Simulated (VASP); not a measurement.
A run of VASP 6.6.1 is set up as follows.

The input INCAR:

```
SYSTEM = Ir
ALGO = Fast
EDIFF = 1E-7
ENCUT = 520
GGA = PS
ISIF = 2
ISMEAR = 0
LASPH = .True.
LCHARG = .False.
LREAL = .False.
LWAVE = .False.
NBANDS = 20
NELM = 60
PREC = Accurate
SIGMA = 0.1
```

The input KPOINTS:

```
k-points
0
Gamma
  12 12 18
  0 0 0
```

The input POSCAR:

```
Ir
1.0
    4.3355561131      0.0000000000      0.0000000000
   -2.1677780566      3.7547017334      0.0000000000
    0.0000000000      0.0000000000      2.6685961075
Ir
3
Direct
    0.0000000000      0.0000000000      0.0000000000
    0.3333333333      0.6666666667      0.5000000000
    0.6666666667      0.3333333333      0.5000000000
```

Potentials or basis: VASP PAW PBE potentials, release 64 (Ir).

Launch:

```bash
$ cat potpaw_PBE.64/Ir/POTCAR > POTCAR
$ mpirun -np 1 vasp_std > vasp.out
```

**Question.** Predict the band gap on the k mesh.

**Answer.** Zero (an odd number of electrons rules out a gap without spin polarisation).

**Question.** Predict the pressure.

**Answer.** 0.8 GPa.

Stress tensor (GPa, compression positive):
```
0.90 0.00 0.00
0.00 0.90 0.00
0.00 0.00 0.69
```

Caveat: the PAW data sets were made with another functional, which shifts forces and pressure a little; spin-orbit coupling is left out, which moves the levels of the heavy elements.
